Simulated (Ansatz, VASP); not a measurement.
C in VASP and in Ansatz

```
CELL_PARAMETERS angstrom
1.78340 -1.78340 0.00000
1.78340 0.00000 -1.78340
7.04700 7.04700 7.04700
ATOMIC_POSITIONS crystal
C 0.66667 0.66667 0.27420
C 0.00000 0.00000 0.10548
C 0.33333 0.33333 0.44291
C 0.66667 0.66667 0.78034
C 0.00000 0.00000 0.61163
C 0.33333 0.33333 0.94905
C 0.66667 0.66667 0.40073
C 0.00000 0.00000 0.23202
C 0.33333 0.33333 0.56945
C 0.66667 0.66667 0.90688
C 0.00000 0.00000 0.73816
C 0.33333 0.33333 0.06330
```

Alike in both runs: task single point; functional PBE; k mesh 10 × 10 × 2; occupations gaussian, width 0.05 eV; no spin polarisation.

|  | VASP | Ansatz |
| --- | --- | --- |
| version | VASP 6.6.1 | Ansatz 0.2.0 |
| potentials or method | VASP PAW PBE potentials, release 64 (C), cutoff 520 eV | scalar-relativistic, plane waves, PAW |
| valence electrons in the cell | 48 | 48 |

|  | VASP | Ansatz | Ansatz less VASP |
| --- | --- | --- | --- |
| gap on the k mesh at the Fermi level (eV) | 4.10 | 4.11 | +0.008 |
| least direct gap on the mesh (eV) | 5.36 | 5.36 | +0.004 |
| pressure (GPa) | 9.7 | 9.0 | -0.73 |
| traceless stress, the component that is largest in VASP (GPa) | 6.55 | 6.51 | -0.038 |
| rms of the force components (eV/Å) | 1.061 | 1.053 | -0.0079 |

Atom by atom the forces differ by 0.008 eV/Å (rms over components).
